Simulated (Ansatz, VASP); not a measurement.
Two plane-wave programs on Zn3Br2

```xyz
5
Lattice="3.6536 0.0000 0.0000 -1.8268 3.1641 0.0000 0.0000 0.0000 10.8458" Properties=species:S:1:pos:R:3 pbc="T T T"
Zn    0.0000    0.0000    0.0000
Zn    0.0000    2.1094    9.0727
Zn    1.8268    1.0547    1.7730
Br    0.0000    2.1094    3.3297
Br    1.8268    1.0547    7.5161
```

Alike in both runs: functional PBE; k mesh 6 × 6 × 4; occupations gaussian, width 0.1 eV; no spin polarisation.

Ansatz relaxed the structure, and its values are those at the end. VASP's run is a single point on that final structure, the one shown.

|  | VASP | Ansatz |
| --- | --- | --- |
| version | VASP 6.6.1 | Ansatz 0.2.0 |
| potentials or method | VASP PAW PBE potentials, release 64 (Zn, Br), cutoff 520 eV | scalar-relativistic, plane waves, PAW |
| valence electrons in the cell | 50 | 50 |

|  | VASP | Ansatz | Ansatz less VASP |
| --- | --- | --- | --- |
| gap on the k mesh at the Fermi level (eV) | none | none | - |
| pressure (GPa) | 0.1 | 0.0 | -0.09 |
| rms of the force components (eV/Å) | 0.009 | 0.002 | -0.0073 |

A gap of «none» marks a metal or a gap that the smearing closes.
